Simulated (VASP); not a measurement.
Wanted: the native input for a VASP 6.6.1 run.

```
Task                   : single point
Functional             : PBE
Potentials or basis    : VASP PAW PBE potentials, release 64 (Ga_d)
Cutoff                 : 520 eV
k mesh                 : 7 × 7 × 6
Occupations            : fermi-dirac, width 0.05 eV
Spin                   : no spin polarisation
Dipole correction      : no
Further INCAR settings : ALGO = Fast; EDIFF = 1e-06; NBANDS = 34
```

The structure of Ga lies in POSCAR:

```
Ga
1.0
    3.8671854834     -2.3572466078      0.0000000000
    3.8671854834      2.3572466078      0.0000000000
    0.0000000000      0.0000000000      4.5473167468
Ga
4
Direct
    0.6655504900      0.0096853900      0.2500000000
    0.0096853900      0.6655504900      0.7500000000
    0.3344495100      0.9903146100      0.7500000000
    0.9903146100      0.3344495100      0.2500000000
```

The input as run:

INCAR

```
SYSTEM = Ga
ALGO     = Fast           ! electronic algorithm
EDIFF    = 1E-6           ! SCF threshold, eV
ENCUT    = 520            ! plane-wave cutoff, eV
GGA      = PE             ! functional
ISIF     = 2              ! what is computed and relaxed
ISMEAR   = -1             ! smearing method
LASPH    = .True.         ! aspherical terms in the spheres
LCHARG   = .False.        ! write CHGCAR
LREAL    = .False.        ! projectors in reciprocal space
LWAVE    = .False.        ! write WAVECAR
NBANDS   = 34             ! bands
NELM     = 100            ! most SCF steps
PREC     = Accurate       ! precision mode
SIGMA    = 0.05           ! smearing width, eV
```

KPOINTS

```
k-points
0
Gamma
  7 7 6
  0 0 0
```

Potentials or basis: VASP PAW PBE potentials, release 64 (Ga_d).

Command:

```console
$ cat potpaw_PBE.64/Ga_d/POTCAR > POTCAR
$ mpirun -np 1 vasp_std > vasp.out
```

It gave:

The pressure is 1.1 GPa. The largest force is 0.022 eV/Å and the band gap on the k mesh is zero (band 26 reaches 4.96 eV, above the bottom of band 27 at 4.25 eV).

Run time: 4.4 min on 1 thread of AMD EPYC 7R43 64-Core Processor (Zen 3), with other jobs on the host, peak memory 0.25 GiB.
